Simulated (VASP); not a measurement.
Here is a VASP 6.6.1 calculation.

File INCAR:

```
PREC = Accurate ; ENCUT = 520
EDIFF = 1E-6 ; ISMEAR = 0
SIGMA = 0.05 ; LREAL = Auto
LASPH = True ; NELM = 150
ALGO = Normal ; ISIF = 2
LWAVE = False ; LCHARG = True
ISPIN = 2 ; MAGMOM = 0 0 0 0 2.83 0 0.01 0.01 0.05 -0.01 -0.01 0.04 0.02 0 -0.01 -0.01 0 -0.02 0 -0.02
LORBIT = 11 ; LMAXMIX = 4
LDAU = True ; LDAUTYPE = 2
LDAUL = -1 2 -1 -1 ; LDAUU = 0 4 0 0
LDAUJ = 0 0 0 0 ; LDAUPRINT = 1
GGA = PS ; LVHAR = True
NBANDS = 86 ; KPAR = 4
```

File KPOINTS:

```
regular mesh
0
Gamma
  2 4 4
```

POSCAR

```
Li4Nb3FeO12
1.0
    5.1516015000      2.9742785000      9.2460000000
   -2.5758008000      1.4871393000      4.6230000000
    0.0000000000     -2.9742785000      4.6230000000
Li Fe Nb O
4 1 3 12
Direct
    0.1345288461      0.2887421678      0.2946669758
    0.6526673053      0.2697027240      0.2753589414
    0.3854382909      0.7856548798      0.7816133924
    0.8929599017      0.7781423793      0.7810967820
    0.9972103303      0.9976926322      0.9961939019
    0.5008326418      0.9958190093      0.9986100141
    0.2425697887      0.5037020758      0.5061052518
    0.7567926026      0.4954244722      0.4931481108
    0.0539745833      0.3362289600      0.7358956739
    0.5644080411      0.3471632838      0.7155994850
    0.3587598099      0.1235174796      0.3487372769
    0.8688964847      0.1140260608      0.3329832896
    0.1628957520      0.7375226160      0.1221508599
    0.6790272395      0.7197976437      0.1135374178
    0.1071754069      0.8541460929      0.6342251239
    0.6126590053      0.8503347816      0.6127839093
    0.4224607075      0.6190124443      0.2193534704
    0.9282267635      0.6308070978      0.2205128294
    0.3059205144      0.2252757534      0.8536038340
    0.8162359845      0.2145674459      0.8511034596
```

Potentials or basis: VASP PAW PBE potentials, release 64 (Li_sv, Fe, Nb_sv, O).

Run with:

```sh
$ cat potpaw_PBE.64/Li_sv/POTCAR potpaw_PBE.64/Fe/POTCAR potpaw_PBE.64/Nb_sv/POTCAR potpaw_PBE.64/O/POTCAR > POTCAR
$ mpirun -np 4 vasp_std > vasp.out
```

Task: What does it give for the band gap on the k mesh?

Result: 0.87 eV (least direct gap 0.92 eV).

Task: Predict the net moment.

Result: 3.00 μB per cell.

Forces in eV/Å, atoms in the order of the input:
```
Li  -0.006 -0.005 -0.007
Li   0.008  0.007 -0.001
Li   0.001  0.001  0.000
Li   0.003  0.001  0.009
Fe  -0.012 -0.002  0.010
Nb   0.030 -0.015 -0.041
Nb  -0.018 -0.028 -0.001
Nb   0.022  0.026  0.009
O    0.009 -0.004 -0.012
O    0.003  0.026  0.015
O   -0.018  0.012  0.012
O    0.006  0.006 -0.015
O   -0.004 -0.014 -0.007
O   -0.019 -0.011 -0.001
O    0.006 -0.002 -0.007
O   -0.023 -0.017  0.018
O   -0.007  0.019  0.016
O   -0.004  0.002 -0.009
O    0.018 -0.003  0.020
O    0.003  0.001 -0.008
```

Caveat: the PAW data sets were made with another functional, which shifts forces and pressure a little; a cell with one magnetic atom can't hold antiferromagnetic order, which such compounds often take. A k mesh can miss the band edges.
